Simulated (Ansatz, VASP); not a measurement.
**Zr in VASP and in Ansatz**

```
Zr
1.0
     0.00000    2.66015    2.66015
     2.66015    0.00000    2.66015
     2.66015    2.66015    0.00000
Zr
2
Direct
  0.87500 0.87500 0.87500
  0.12500 0.12500 0.12500
```

Change from the starting cell: volume scaled by 0.68, PAW files.

Alike in both runs: task single point; functional LDA; k mesh 12 × 12 × 12; occupations fermi-dirac, width 0.08 eV; no spin polarisation.

|  | VASP | Ansatz |
| --- | --- | --- |
| version | VASP 6.6.1 | Ansatz 0.2.0 |
| potentials or method | VASP PAW LDA potentials, release 64 (Zr_sv) | PAW with Ansatz's default frozen-core files, scalar-relativistic |
| plane-wave cutoff (eV) | 520 | 420 |
| valence electrons in the cell | 24 | 24 |

|  | VASP | Ansatz | Ansatz less VASP |
| --- | --- | --- | --- |
| pressure (GPa) | 38.2 | 37.0 | -1.15 |

LDA's correlation is that of Perdew and Zunger in VASP and of Perdew and Wang (1992) in Ansatz. Both programs put the cell under a high pressure, so it lies far from rest at this level.
